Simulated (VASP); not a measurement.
**Si (a cell with a defect): single point with LDA**

Si (a cell with a defect):

```xyz
17
Lattice="0.0000 5.4300 5.4300 5.4300 0.0000 5.4300 5.4300 5.4300 0.0000" Properties=species:S:1:pos:R:3 pbc="T T T"
Si    0.0031    0.0022    0.0083
Si    1.3564    1.3564    1.3590
Si    2.7099    2.7095    0.0061
Si    4.0717    4.0708    1.3263
Si    2.7063    0.0035    2.7137
Si    4.0702    1.3216    4.0754
Si    5.4480    2.6936    2.6974
Si    6.8182    4.0717    4.0750
Si    0.0040    2.7065    2.7142
Si    1.3228    4.0696    4.0759
Si    2.6955    5.4467    2.6985
Si    4.0723    6.8182    4.0753
Si    2.6920    2.6910    5.4561
Si    4.0708    4.0707    6.8267
Si    5.4494    5.4491    5.4547
Si    6.7862    6.7841    6.7939
Si    4.0698    4.0680    4.0798
```

* Program: VASP 6.6.1
* Task: single point
* Functional: LDA
* Potentials or basis: VASP PAW LDA potentials, release 64 (Si)
* Cutoff: 520 eV
* k mesh: 2 × 2 × 2
* Occupations: gaussian, width 0.02 eV
* Spin: no spin polarisation

```json
{"Pressure": "1.8 GPa", "Largest force": "0.021 eV/Å", "Band gap on the k mesh": "zero (band 34 reaches 6.81 eV, above the bottom of band 35 at 6.57 eV)"}
```

Forces on the atoms (eV/Å):
```
Si   0.009  0.013 -0.013
Si   0.001  0.002 -0.003
Si  -0.011 -0.008  0.001
Si  -0.006 -0.007  0.012
Si   0.012  0.004 -0.010
Si   0.003  0.006  0.007
Si   0.006 -0.012 -0.002
Si  -0.004 -0.011  0.012
Si   0.005  0.012 -0.013
Si   0.005  0.000  0.006
Si  -0.015  0.008 -0.006
Si  -0.008 -0.006  0.011
Si  -0.003 -0.004  0.007
Si   0.000 -0.003 -0.011
Si   0.000 -0.001  0.010
Si  -0.001  0.001 -0.004
Si   0.007  0.005 -0.002
```

Levels at points of the mesh, in eV from the Fermi level:
```tsv
k point	band 32	band 33	band 34	band 35	band 36	band 37
(0.00, 0.00, 0.00)	-0.77	-0.77	-0.23	-0.23	-0.23	0.05
(0.50, 0.00, 0.00)	-1.37	-1.37	-0.35	0.52	0.53	0.87
(0.00, 0.50, 0.00)	-1.37	-1.37	-0.35	0.52	0.53	0.87
(0.00, 0.00, 0.50)	-1.37	-1.37	-0.35	0.53	0.53	0.87
(0.50, 0.50, 0.50)	-1.37	-1.37	-0.35	0.52	0.53	0.87
(0.50, 0.50, 0.00)	-1.82	-0.98	0.01	0.71	1.02	1.02
(0.00, 0.50, 0.50)	-1.82	-0.98	0.01	0.71	1.02	1.02
(0.50, 0.00, 0.50)	-1.82	-0.98	0.01	0.71	1.02	1.02
```

Wall time 2.6 min on 1 thread of Intel(R) Xeon(R) Platinum 8375C CPU @ 2.90GHz (Ice Lake) (shared host), peak memory 0.37 GiB.

Caveat: the k points lie up to 0.50 Å⁻¹ apart.
